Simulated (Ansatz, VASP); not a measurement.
TiC in VASP and in Ansatz

Contents of INCAR:

```
SYSTEM = TiC
  PREC = Accurate
  ENCUT = 600
  EDIFF = 1E-6
  ISMEAR = -1
  SIGMA = 0.08
  LREAL = .FALSE.
  LASPH = .TRUE.
  NELM = 100
  ALGO = Normal
  ISIF = 3
  LWAVE = .FALSE.
  LCHARG = .FALSE.
  GGA = PE
  IBRION = 2
  NSW = 100
  EDIFFG = -0.1
```

The input KPOINTS:

```
regular mesh
0
G
  16 16 14
  0 0 0
```

POSCAR

```
TiC
1.0
    2.9705734512      0.0000000000      0.0000000000
   -1.4852867256      2.5725920725      0.0000000000
    0.0000000000      0.0000000000      2.9111619821
Ti C
1 1
Direct
    0.0000000000      0.0000000000      0.0000000000
    0.3333333333      0.6666666667      0.5000000000
```

Input for Ansatz:

```yaml
crystal:
  lattice:
    - [2.9705734512, 0.0, 0.0]
    - [-1.4852867256, 2.5725920725, 0.0]
    - [0.0, 0.0, 2.9111619821]
  atoms:
    - { symbol: Ti, position: [0.0, 0.0, 0.0] }
    - { symbol: C, position: [0.3333333333, 0.6666666667, 0.5] }
kpoints:
  mp_grid: { grid: [16, 16, 14] }
scf:
  occupations: { method: fermi_dirac, width: 0.08 }
hamiltonian:
  xc: pbe
  pseudopotentials: { kind: paw }
output:
  forces: true
  stress: true
  write_density: true
  write_potential: true
  elf: true
  volumetric_format: npy
relax:
  f_tol: 0.1
  max_steps: 80
  cell: {}
  max_displacement: 0.5
```

Alike in both runs: task relaxation of cell and atoms; functional PBE; k mesh 16 × 16 × 14; occupations fermi-dirac, width 0.08 eV; no spin polarisation.

```csv
,VASP,Ansatz
version,VASP 6.6.1,Ansatz 0.2.0
potentials or method,"VASP PAW PBE potentials, release 64 (Ti_sv, C)","PAW with Ansatz's default frozen-core files, scalar-relativistic"
plane-wave cutoff (eV),600,420
valence electrons in the cell,16,16
```

```tsv
	VASP	Ansatz	Ansatz less VASP
gap on the k mesh at the Fermi level, each at its own relaxed structure (eV)	none	none	-
relaxed volume (Å³/atom)	10.84	10.82	-0.024
relaxed length of the cell vector where the two differ most in proportion (Å)	2.704	2.694	-0.0103
```

A gap of «none» marks a metal or a gap that the smearing closes.
